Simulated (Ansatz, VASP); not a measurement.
## One calculation of MoS2, two programs

Contents of INCAR:

```
SYSTEM = MoS2
PREC = Accurate
ENCUT = 520
EDIFF = 1E-8
ISMEAR = -1
SIGMA = 0.05
LREAL = .FALSE.
LASPH = .TRUE.
NELM = 100
ALGO = Normal
ISIF = 2
LWAVE = .FALSE.
LCHARG = .FALSE.
LEFG = .TRUE.
NBANDS = 20
```

KPOINTS

```
Automatic mesh
0
G
  15 15 15
  0 0 0
```

Contents of POSCAR:

```
MoS2
1.0
    1.5815003568      0.9130796567      6.0008634000
   -1.5815003568      0.9130796567      6.0008634000
    0.0000000000     -1.8261593134      6.0008634000
Mo S
1 2
Direct
    0.0000000000      0.0000000000      0.0000000000
    0.7484000000      0.7484000000      0.7484000000
    0.5849000000      0.5849000000      0.5849000000
```

Input for Ansatz:

```yaml
crystal:
  lattice:
    - [1.5815003568, 0.9130796567, 6.0008634]
    - [-1.5815003568, 0.9130796567, 6.0008634]
    - [0.0, -1.8261593134, 6.0008634]
  atoms:
    - { symbol: Mo, position: [0.0, 0.0, 0.0] }
    - { symbol: S, position: [0.7484, 0.7484, 0.7484] }
    - { symbol: S, position: [0.5849, 0.5849, 0.5849] }
kpoints:
  mp_grid: { grid: [15, 15, 15] }
scf:
  occupations: { method: fermi_dirac, width: 0.05 }
hamiltonian:
  xc: lda
  pseudopotentials: { kind: all_electron, datasets: crystal }
output:
  forces: true
  stress: true
  eigenvalues: true
  efg: { contact_densities: true }
```

Change from the starting cell: zz strain of -2 %, crystal datasets.

Alike in both runs: task electric field gradients; functional LDA; k mesh 15 × 15 × 15; occupations fermi-dirac, width 0.05 eV; no spin polarisation.

|  | VASP | Ansatz |
| --- | --- | --- |
| version | VASP 6.6.1 | Ansatz 0.2.0 |
| potentials or method | VASP PAW LDA potentials, release 64 (Mo_sv, S), cutoff 520 eV | all-electron PAW with datasets made for the crystal, scalar-relativistic |

```tsv
	VASP	Ansatz	Ansatz less VASP
pressure (GPa)	5.2	5.2	-0.04
traceless stress, the component that is largest in VASP (GPa)	7.38	7.42	+0.045
rms of the force components (eV/Å)	0.707	0.704	-0.0029
size of Vzz on the site where it differs most (V/Å²)	104.8	102.0	-2.84
```

LDA's correlation is that of Perdew and Zunger in VASP and of Perdew and Wang (1992) in Ansatz. Atom by atom the forces differ by 0.003 eV/Å (rms over components). Ansatz ran all-electron here, and VASP with PAW potentials.
